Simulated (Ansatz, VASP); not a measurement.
# V in VASP and in Ansatz

File INCAR:

```
ALGO = Normal ; EDIFF = 1E-6
ENCUT = 500 ; GGA = RP
GGA_COMPAT = False ; ISIF = 2
ISMEAR = -5 ; ISPIN = 2
LASPH = True ; LCHARG = False
LMAXMIX = 4 ; LORBIT = 11
LREAL = False ; LWAVE = False
MAGMOM = 0.51 ; NBANDS = 16
NELM = 200 ; PREC = Accurate
SIGMA = 0.1
```

Contents of KPOINTS:

```
k-points
0
Gamma
  6 6 6
```

POSCAR

```
V
1.0
   -1.6680428162      1.6680428162      1.6680428162
    1.6680428162     -1.6680428162      1.6680428162
    1.6680428162      1.6680428162     -1.6680428162
V
1
Direct
    0.0000000000      0.0000000000      0.0000000000
```

Input for Ansatz:

```yaml
crystal:
  lattice:
    - [-1.6680428162, 1.6680428162, 1.6680428162]
    - [1.6680428162, -1.6680428162, 1.6680428162]
    - [1.6680428162, 1.6680428162, -1.6680428162]
  atoms:
    - { symbol: V, position: [0.0, 0.0, 0.0], spin: 0.51 }
basis:
  ecutwfc: 420
kpoints:
  mp_grid: { grid: [6, 6, 6] }
hamiltonian:
  xc: rpbe
scf:
  occupations: { method: tetrahedron }
  lower_state_search: "off"
  max_iter: 99
output:
  forces: true
  stress: true
  eigenvalues: true
  populations: true
magnetization:
  spin_polarized: true
```

Alike in both runs: task single point; functional RPBE; k mesh 6 × 6 × 6; occupations tetrahedron; collinear spin.

|  | VASP | Ansatz |
| --- | --- | --- |
| version | VASP 6.6.1 | Ansatz 0.2.0 |
| potentials or method | VASP PAW PBE potentials, release 64 (V_sv), cutoff 500 eV | scalar-relativistic, plane waves, PAW |
| valence electrons in the cell | 13 | 13 |

```csv
,VASP,Ansatz,Ansatz less VASP
gap on the k mesh at the Fermi level (eV),none,none,-
pressure (GPa),-26.6,-26.7,-0.08
net moment per atom (μB),0.76,0.76,-0.002
size of the moment on the site where the two differ most (μB),0.62,0.64,+0.020
```

VASP's potentials were made for PBE, not for RPBE. Site moments also hang on the region over which each program counts them. A gap of «none» marks a metal or a gap that the smearing closes. The functional is the same, so the differences come from potentials, cutoffs and numerics. Ansatz's warnings: band table not solved further, stability check not made, tetrahedron derivatives may miss energy slope.

The k mesh is coarse, so the values compare programs but aren't converged.
